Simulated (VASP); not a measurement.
A run of VASP 6.6.1 is set up as follows.

Contents of INCAR:

```
  ALGO = Normal
  EDIFF = 1E-6
  EDIFFG = -0.08
  ENCUT = 600
  GGA = PE
  IBRION = 2
  ISIF = 3
  ISMEAR = 0
  LASPH = True
  LCHARG = False
  LREAL = False
  LWAVE = False
  NELM = 100
  NSW = 36
  PREC = Accurate
  SIGMA = 0.15
```

Contents of KPOINTS:

```
k-points
0
Gamma
  3 3 1
```

Contents of POSCAR:

```
In3GaSb2N2
1.0
    4.1464435800      0.0000000000      0.0000000000
    0.0000000000      4.1464435800      0.0000000000
    0.0000000000      0.0000000000     11.5196380500
In Ga Sb N
3 1 2 2
Direct
    0.5000000000      0.5000000000      0.7614640000
    0.0000000000      0.0000000000      0.5000000000
    0.5000000000      0.5000000000      0.2385360000
    0.0000000000      0.0000000000      0.0000000000
    0.0000000000      0.5000000000      0.6299769900
    0.5000000000      0.0000000000      0.3700230100
    0.0000000000      0.5000000000      0.1034230000
    0.5000000000      0.0000000000      0.8965770000
```

Potentials or basis: VASP PAW PBE potentials, release 64 (In_d, Ga_d, Sb, N).

Command:

```console
$ cat potpaw_PBE.64/In_d/POTCAR potpaw_PBE.64/Ga_d/POTCAR potpaw_PBE.64/Sb/POTCAR potpaw_PBE.64/N/POTCAR > POTCAR
$ mpirun -np 1 vasp_std > vasp.out
```

Question: Predict the relaxed volume.

Answer: 23.61 Å³/atom.

Question: Estimate the band gap on the k mesh.

Answer: Zero (bands 36 and 37 overlap by 0.02 eV).

Question: Predict the relaxed cell.

Answer: a = 4.002 Å, b = 4.002 Å, c = 11.791 Å, α = 90.00°, β = 90.00°, γ = 90.00°.

Question: What does it give for the space group after relaxing (to 0.1 Å)?

Answer: P-4m2 (No. 115).

Forces on the atoms (eV/Å):
```
In   0.000  0.000  0.061
In   0.000  0.000  0.000
In   0.000  0.000 -0.061
Ga   0.000  0.000  0.000
Sb   0.000  0.000  0.037
Sb   0.000  0.000 -0.037
N    0.000  0.000 -0.008
N    0.000  0.000  0.008
```

Caveat: the k points lie up to 0.53 Å⁻¹ apart in the final cell; semilocal functionals underestimate gaps, so a narrow gap can read as zero; spin-orbit coupling is left out, which moves the levels of the heavy elements; the relaxation stopped at a loose force limit of 0.08 eV/Å, so its end isn't a converged minimum.
